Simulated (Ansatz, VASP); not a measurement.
# Two plane-wave programs on Ir

File POSCAR:

```
Ir
1.0
    0.0000000000      1.9228496764      1.9228496764
    1.9228496764      0.0000000000      1.9228496764
    1.9228496764      1.9228496764      0.0000000000
Ir
1
Direct
    0.0000000000      0.0000000000      0.0000000000
```

File INCAR.step1:

```
SYSTEM = Ir
PREC = Accurate ; ENCUT = 550
ISMEAR = -1 ; SIGMA = 0.3
LREAL = .False. ; LASPH = .True.
NELM = 120 ; NBANDS = 14
GGA = PE ; ALGO = Normal
EDIFF = 1E-5 ; LWAVE = .True.
LCHARG = .False. ; GGA_COMPAT = .False.
```

File INCAR.step2:

```
SYSTEM = Ir
PREC = Accurate ; ENCUT = 550
EDIFF = 1E-6 ; ISMEAR = -1
SIGMA = 0.3 ; LREAL = .False.
LASPH = .True. ; NELM = 120
ALGO = Normal ; ISIF = 2
LWAVE = .False. ; LCHARG = .False.
METAGGA = R2SCAN ; LMIXTAU = .True.
NBANDS = 14 ; ISTART = 1
GGA_COMPAT = .False.
```

KPOINTS

```
Automatic mesh
0
Gamma
  14 14 14
  0 0 0
```

Input for Ansatz:

```yaml
crystal:
  lattice:
    - [0.0, 1.9228496764, 1.9228496764]
    - [1.9228496764, 0.0, 1.9228496764]
    - [1.9228496764, 1.9228496764, 0.0]
  atoms:
    - { symbol: Ir, position: [0.0, 0.0, 0.0] }
hamiltonian:
  xc: r2scan
  pseudopotentials:
    kind: paw
    azcp:
      Ir: "pseudopotentials/Ir.paw.azcp"
basis:
  ecutwfc: 500
  fft_grid_basis: typed
kpoints:
  mp_grid: { grid: [14, 14, 14], shift: [0, 0, 0] }
magnetization:
  spin_polarized: false
scf:
  occupations: { method: fermi_dirac, width: 0.3 }
  lower_state_search: "off"
output:
  stress: true
```

Alike in both runs: task single point; functional r2SCAN; k mesh 14 × 14 × 14; occupations fermi-dirac, width 0.3 eV; no spin polarisation.

```csv
,VASP,Ansatz
version,VASP 6.6.1,Ansatz 0.2.0
potentials or method,"VASP PAW PBE potentials, release 64 (Ir_sv_GW), cutoff 550 eV","plane waves (500 eV) with PAW, scalar-relativistic"
valence electrons in the cell,17,17
```

|  | VASP | Ansatz | Ansatz less VASP |
| --- | --- | --- | --- |
| pressure (GPa) | 0.2 | 2.3 | +2.15 |

VASP's potentials were made for PBE, not for r2SCAN. With one functional, cell and mesh, what is left measures potentials, basis and numerics.

Neither program's run includes spin-orbit coupling.
